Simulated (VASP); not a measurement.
Input of a VASP 6.6.1 run:

Contents of INCAR:

```
SYSTEM = VH2
PREC = Accurate ; ENCUT = 520
EDIFF = 1E-8 ; ISMEAR = -1
SIGMA = 0.15 ; LREAL = .FALSE.
LASPH = .TRUE. ; NELM = 100
ALGO = Normal ; ISIF = 2
LWAVE = .FALSE. ; LCHARG = .FALSE.
GGA = PS ; IBRION = 8
NSW = 1
```

File KPOINTS:

```
Automatic mesh
0
G
  18 18 18
  0 0 0
```

Contents of POSCAR:

```
VH2
1.0
    0.0000000000      2.0843730449      2.0843730449
    2.0843730449      0.0000000000      2.0843730449
    2.0843730449      2.0843730449      0.0000000000
V H
1 2
Direct
    0.0000000000      0.0000000000      0.0000000000
    0.2500000000      0.2500000000      0.2500000000
    0.7500000000      0.7500000000      0.7500000000
```

Potentials or basis: VASP PAW PBE potentials, release 64 (V_sv, H).

Run with:

```bash
$ cat potpaw_PBE.64/V_sv/POTCAR potpaw_PBE.64/H/POTCAR > POTCAR
$ mpirun -np 1 vasp_std > vasp.out
```

Task: Estimate the highest phonon frequency at Γ.

Result: 1388 cm⁻¹.

Phonon frequencies in cm⁻¹ (negative: imaginary):
```csv
q point,frequencies
"(0.000, 0.000, 0.000)",0 0 0 1208 1208 1208 1388 1388 1388
```
